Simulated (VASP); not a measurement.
# Re (a cell with a defect) in VASP: single point with LDA

Aim: the single point of Re (a cell with a defect) with LDA.

All numbers are computed with VASP 6.6.1; they aren't measurements. Logs are shortened: lines on timing, memory, paths and dates and some standing lists are left out, and cuts for length are marked.

## Step 1: The cell of the first run

The cell holds a defect, 13 atoms: a = 5.520 Å, b = 8.280 Å, c = 4.457 Å, α = 90.00°, β = 90.00°, γ = 120.00°.

## Step 2: Single point, LDA

The input, INCAR:

```
  PREC = Accurate
  ENCUT = 410
  EDIFF = 1E-6
  ISMEAR = -1
  SIGMA = 0.1
  LREAL = False
  LASPH = True
  NELM = 120
  ALGO = Normal
  ISIF = 2
  LWAVE = False
  LCHARG = False
  NBANDS = 110
  GGA_COMPAT = False
```

The input, KPOINTS:

```
regular mesh
0
Gamma
  3 2 3
```

The input, POSCAR:

```
Re
1.0
    5.5200000000      0.0000000000      0.0000000000
   -4.1400000000      7.1706900000      0.0000000000
    0.0000000000      0.0000000000      4.4574000000
Re
13
Direct
    0.0700137282      0.0188638688     -0.1606920276
    0.1864097324      0.2535305286      0.4771826658
   -0.0398244003      0.3068515885      0.0136012594
    0.0910129946      0.5132682804      0.5438031276
   -0.0336628648      0.6499274088      0.0227701982
    0.1742638811      0.8453512190      0.4808947511
    0.4595764218     -0.0001331945      0.0428767578
    0.6299848319      0.1909255798      0.5304847555
    0.5007031270      0.3257175092      0.0180535279
    0.6640882239      0.5425100350      0.5449417288
    0.4292176370      0.6026964087      0.1231101819
    0.8139910061      0.9454302731      0.2809492077
    0.5472187810      0.8008083946      0.7083695658
```

Potentials or basis: VASP PAW LDA potentials, release 64 (Re_sv_GW).

Command:

```bash
> cat potpaw_LDA.64/Re_sv_GW/POTCAR > POTCAR
> mpirun -np 1 vasp_std > vasp.out
```

OUTCAR:

```text
PREC = Accurate
   ENCUT = 410
   EDIFF = 1E-6
   ISMEAR = -1
   LREAL = False
   LASPH = True
   NELM = 120
   ISIF = 2

 ion  position               nearest neighbor table
   1  0.070  0.019  0.839-  12 2.32   2 2.35   6 2.40   7 2.41   9 2.59  13 2.59  12 2.78   3 2.85
                             5 2.93   8 3.01
   2  0.186  0.254  0.477-   1 2.35   4 2.47  12 2.50  10 2.54   9 2.55   3 2.56   8 2.75   3 2.83
                             9 2.85   8 2.86  11 2.96
   3  0.960  0.307  0.014-   2 2.56   4 2.57  11 2.57   9 2.62   7 2.66   8 2.67   4 2.79   8 2.79
                             5 2.82   2 2.83   1 2.85   9 2.91  12 2.93
   4  0.091  0.513  0.544-   2 2.47  11 2.48  10 2.49  13 2.56   6 2.57   3 2.57   8 2.61   5 2.66
                             3 2.79   5 2.82  10 3.05  11 3.05
   5  0.966  0.650  0.023-   6 2.50  10 2.57   9 2.63   4 2.66  10 2.74  11 2.81   6 2.81   4 2.82
                             7 2.82   3 2.82  11 2.83   1 2.93  13 3.13  12 3.17
   6  0.174  0.845  0.481-   1 2.40   7 2.43  13 2.48   5 2.50   4 2.57  12 2.66  10 2.69   8 2.71
                             5 2.81   7 2.89
   7  0.460  1.000  0.043-   1 2.41   6 2.43  13 2.44  12 2.46   8 2.57   9 2.59   3 2.66   8 2.67
                             5 2.82   6 2.89  11 3.23
   8  0.630  0.191  0.530-   7 2.57   4 2.61   7 2.67   3 2.67   9 2.70   6 2.71   2 2.75   9 2.79
                             3 2.79  10 2.82   2 2.86  12 2.91   1 3.01  13 3.13
   9  0.501  0.326  0.018-   2 2.55  11 2.56   1 2.59   7 2.59   3 2.62  10 2.62   5 2.63   8 2.70
                             8 2.79  10 2.82   2 2.85   3 2.91
  10  0.664  0.543  0.545-  11 2.47   4 2.49   2 2.54   5 2.57   9 2.62  13 2.63   6 2.69   5 2.74
                             9 2.82   8 2.82  11 3.04   4 3.05  12 3.23
  11  0.429  0.603  0.123-  13 2.34  10 2.47   4 2.48   9 2.56   3 2.57  12 2.65   5 2.81   5 2.83
                             2 2.96  13 2.98  10 3.04   4 3.05   7 3.23
  12  0.814  0.945  0.281-   1 2.32  13 2.34   7 2.46   2 2.50  11 2.65   6 2.66   1 2.78  13 2.89
                             8 2.91   3 2.93   5 3.17  10 3.23
  13  0.547  0.801  0.708-  11 2.34  12 2.34   7 2.44   6 2.48   4 2.56   1 2.59  10 2.63  12 2.89
                            11 2.98   8 3.13   5 3.13

  LATTYP: Found a simple monoclinic cell.
 ALAT       =     5.5200000000
 B/A-ratio  =     0.8075000000
 C/A-ratio  =     1.3228755945
 COS(beta)  =    -0.1889822452

  Lattice vectors:

 A1 = (   5.5200000000,   0.0000000000,   0.0000000000)
 A2 = (   0.0000000000,   0.0000000000,   4.4574000000)
 A3 = (  -1.3800000000,  -7.1706900000,   0.0000000000)

Analysis of symmetry for initial positions (statically):
=====================================================================
 Subroutine PRICEL returns:
 Original cell was already a primitive cell.

 Routine SETGRP: Setting up the symmetry group for a
 simple monoclinic supercell.

 Subroutine GETGRP returns: Found  1 space group operations
 (whereof  1 operations were pure point group operations)
 out of a pool of  4 trial point group operations.

The static configuration has the point symmetry C_1 .

Analysis of symmetry for dynamics (positions and initial velocities):
=====================================================================
 Subroutine PRICEL returns:
 Original cell was already a primitive cell.

 Routine SETGRP: Setting up the symmetry group for a
 simple monoclinic supercell.

 Subroutine GETGRP returns: Found  1 space group operations
 (whereof  1 operations were pure point group operations)
 out of a pool of  4 trial point group operations.

The dynamic configuration has the point symmetry C_1 .

 Subroutine INISYM returns: Found  1 space group operations
 (whereof  1 operations are pure point group operations),
 and found     1 'primitive' translations

----------------------------------------------------------------------------------------

                                     Primitive cell

  volume of cell :     176.4337

  direct lattice vectors                    reciprocal lattice vectors
     5.520000000  0.000000000  0.000000000     0.181159420  0.104592445  0.000000000
    -4.140000000  7.170690000  0.000000000     0.000000000  0.139456593  0.000000000
     0.000000000  0.000000000  4.457400000     0.000000000  0.000000000  0.224346031

  length of vectors
[... 70 lines left out ...]
|                                                                             |
 -----------------------------------------------------------------------------

 Subroutine IBZKPT returns following result:
 ===========================================

 Found     10 irreducible k-points:

 Following reciprocal coordinates:
            Coordinates               Weight
  0.000000  0.000000  0.000000      1.000000
  0.333333  0.000000  0.000000      2.000000
  0.000000  0.500000  0.000000      1.000000
  0.333333  0.500000  0.000000      2.000000
  0.000000  0.000000  0.333333      2.000000
  0.333333  0.000000  0.333333      2.000000
 -0.333333  0.000000  0.333333      2.000000
  0.000000  0.500000  0.333333      2.000000
  0.333333  0.500000  0.333333      2.000000
 -0.333333  0.500000  0.333333      2.000000
   k-points           NKPTS =     10   k-points in BZ     NKDIM =     10   number of bands    NBANDS=    110
   number of dos      NEDOS =    301   number of ions     NIONS =     13
   total plane-waves  NPLWV =  60480
   dimension x,y,z NGX =    36 NGY =   56 NGZ =   30
   dimension x,y,z NGXF=    72 NGYF=  112 NGZF=   60
   ions per type =              13
   NGX,Y,Z   is equivalent  to a cutoff of  10.84, 11.24, 11.19 a.u.
   NGXF,Y,Z  is equivalent  to a cutoff of  21.68, 22.49, 22.38 a.u.
 SYSTEM =  unknown system
   PREC   = accura    normal or accurate (medium, high low for compatibility)
   ISTART =      0    job   : 0-new  1-cont  2-samecut
   ICHARG =      2    charge: 1-file 2-atom 10-const
   ISPIN  =      1    spin polarized calculation?
   LNONCOLLINEAR =      F non collinear calculations
   LSORBIT =      F    spin-orbit coupling
   LASPH  =      T    aspherical Exc in radial PAW
   ENCUT  =  410.0 eV  30.13 Ry    5.49 a.u.   9.11 13.67  7.36*2*pi/ulx,y,z
   NELM   =    120;   NELMIN=  2; NELMDL= -5     # of ELM steps
   EDIFF  = 0.1E-05   stopping-criterion for ELM
   LREAL  =      F    real-space projection
   EDIFFG = 0.1E-04   stopping-criterion for IOM
   NSW    =      0    number of steps for IOM
   IBRION =     -1    ionic relax: 0-MD 1-quasi-New 2-CG
   NFREE  =      0    steps in history (QN), initial steepest desc. (CG)
   ISIF   =      2    stress and relaxation
   ISYM   =      2    0-nonsym 1-usesym 2-fastsym
   POTIM  = 0.5000    time-step for ionic-motion
   TEBEG  =    0.0;   TEEND  =   0.0 temperature during run
   PSTRESS=    0.0 pullay stress
   NELECT =     195.0000    total number of electrons
   NUPDOWN=      -1.0000    fix difference up-down
   EMIN   =  10.00;   EMAX   =-10.00  energy-range for DOS
   EFERMI =   0.00;   METHOD = LEGACY
   ISMEAR =    -1;   SIGMA  =   0.10  broadening in eV -4-tet -1-fermi 0-gaus
   EFERMI_NEDOS =   21; number of points for ismear=-14 and -15
   IALGO  =     38    algorithm
   IMIX   =      4    mixing-type and parameters
     AMIX     =   0.40;   BMIX     =  1.00
     AMIX_MAG =   1.60;   BMIX_MAG =  1.00
  volume/ion in A,a.u.               =      13.57        91.59
  Fermi-wavevector in a.u.,A,eV,Ry     =   1.692619  3.198586 38.980125  2.864958
  Thomas-Fermi vector in A             =   2.774173
   LORBIT       =      0    0 simple, 1 ext, 2 COOP (PROOUT), +10 PAW based schemes
   GGA     = CA    functional components
   LHFCALC =     F    Hartree Fock is set to
   AEXX    =    0.0000 exact exchange contribution
   IVDW    =     0    specifies the selected vdW correction
   LEPSILON=     F    determine dielectric tensor
   LRPA    =     F    only Hartree local field effects (RPA)
 non-spin polarized calculation
  energy-cutoff  :      410.00
  volume of cell :      176.43
 maximum number of plane-waves:      3336
   NGX = 19   NGY = 27   NGZ = 15

 number of electron     195.0000008 magnetization

 Free energy of the ion-electron system (eV)
  ---------------------------------------------------
  ext. energy  EPLUGINS =         0.00000000
  ---------------------------------------------------
  free energy    TOTEN  =      -191.95627109 eV

  energy without entropy =     -191.70481473  energy(sigma->0) =     -191.83054291

 E-fermi :  14.6931     XC(G=0): -14.8522

 val. band max:       14.5526550049   @ k =  -0.3333   0.5000   0.3333
 cond. band min:      14.7092533910   @ k =   0.3333   0.5000   0.3333
 fundamental gap:      0.1565983861
 Fermi energy:        14.6930998789

 k-point     1 :       0.0000    0.0000    0.0000
  band No.  band energies     occupation
      1     -65.2518      2.00000
      2     -65.0964      2.00000
      3     -65.0218      2.00000
      4     -64.9913      2.00000
      5     -64.9324      2.00000
      6     -64.9097      2.00000
[... 1109 lines left out ...]
    108      16.7336      0.00000
    109      16.8824      0.00000
 [bands above 109 left out]

------------------------ aborting loop because EDIFF is reached ----------------------------------------

  FORCE on cell =-STRESS in cart. coord.  units (eV):
  Direction    XX          YY          ZZ          XY          YZ          ZX
  --------------------------------------------------------------------------------------
  -------------------------------------------------------------------------------------
  Total       45.4402258     49.8885250     55.9660466      7.9502071     -8.6774781     -1.4875278
  in kB      412.6381984    453.0327641    508.2221366     72.1950450    -78.7993211    -13.5080932
  external PRESSURE =     457.9643663 kB  Pullay stress =       0.0000000 kB

 VOLUME and BASIS-vectors are now :
 -----------------------------------------------------------------------------
  energy-cutoff  :      410.00
  volume of cell :      176.43
      direct lattice vectors                 reciprocal lattice vectors
     5.520000000  0.000000000  0.000000000     0.181159420  0.104592445  0.000000000
    -4.140000000  7.170690000  0.000000000     0.000000000  0.139456593  0.000000000
     0.000000000  0.000000000  4.457400000     0.000000000  0.000000000  0.224346031

 POSITION                                       TOTAL-FORCE (eV/Angst)
 -----------------------------------------------------------------------------------
      0.30838      0.13527      3.74113        -0.050684      0.019974     -0.008136
     -0.02063      1.81799      2.12699         0.007552      0.016717     -0.022482
      4.02980      2.20034      0.06063         0.026426     -0.018364     -0.006467
     -1.62254      3.68049      2.42395        -0.014026      0.004142     -0.032321
      2.64348      4.66043      0.10150        -0.040181      0.007346     -0.027132
     -2.53782      6.06175      2.14354         0.032576     -0.007154     -0.019532
     -1.60259      7.16973      0.19112        -0.018140      0.041002      0.034176
      2.68708      1.36907      2.36458        -0.012284     -0.023131      0.030466
      1.41541      2.33562      0.08047         0.006443     -0.027518     -0.008378
      1.41978      3.89017      2.42902         0.006559     -0.024546      0.036730
     -0.12588      4.32175      0.54875         0.017034     -0.002879      0.012502
      0.57915      6.77939      1.25230        -0.006970     -0.016308      0.003477
     -0.29470      5.74235      3.15749         0.045694      0.030719      0.007097
 -----------------------------------------------------------------------------------
    total drift:                                0.000025     -0.000173     -0.001257

  FREE ENERGIE OF THE ION-ELECTRON SYSTEM (eV)
  ---------------------------------------------------
  free  energy   TOTEN  =      -191.9562710911 eV

  energy  without entropy=     -191.7048147250  energy(sigma->0) =     -191.83054291
```

It took 2.8 min on 1 thread of Intel Xeon Platinum 8375C at 2.90GHz (Ice Lake), shared host; peak memory 0.25 GiB.

What came out:

```
Free energy            : -191.9563 eV
Pressure               : 45.8 GPa
Largest force          : 0.056 eV/Å
Band gap on the k mesh : zero (an odd number of electrons rules out a gap without spin polarisation)
```

Forces in eV/Å, atoms in the order of the input:
```
Re  -0.051  0.020 -0.008
Re   0.008  0.017 -0.022
Re   0.026 -0.018 -0.006
Re  -0.014  0.004 -0.032
Re  -0.040  0.007 -0.027
Re   0.033 -0.007 -0.020
Re  -0.018  0.041  0.034
Re  -0.012 -0.023  0.030
Re   0.006 -0.028 -0.008
Re   0.007 -0.025  0.037
Re   0.017 -0.003  0.013
Re  -0.007 -0.016  0.003
Re   0.046  0.031  0.007
```

Levels at points of the mesh, in eV from the Fermi level:
| k point | band 94 | band 95 | band 96 | band 97 | band 98 | band 99 | band 100 | band 101 |
| --- | --- | --- | --- | --- | --- | --- | --- | --- |
| (0.00, 0.00, 0.00) | -0.88 | -0.66 | -0.54 | -0.39 | -0.31 | 0.07 | 0.49 | 0.71 |
| (0.00, 0.50, 0.00) | -0.93 | -0.74 | -0.61 | -0.42 | -0.25 | 0.16 | 0.31 | 0.54 |

Caveat: the k points lie up to 0.47 Å⁻¹ apart, too coarse for converged energies and pressures of a metal; spin-orbit coupling is left out, which moves the levels of the heavy elements.

The gap in the log of VASP goes by the Fermi energy; the results here count the filled bands.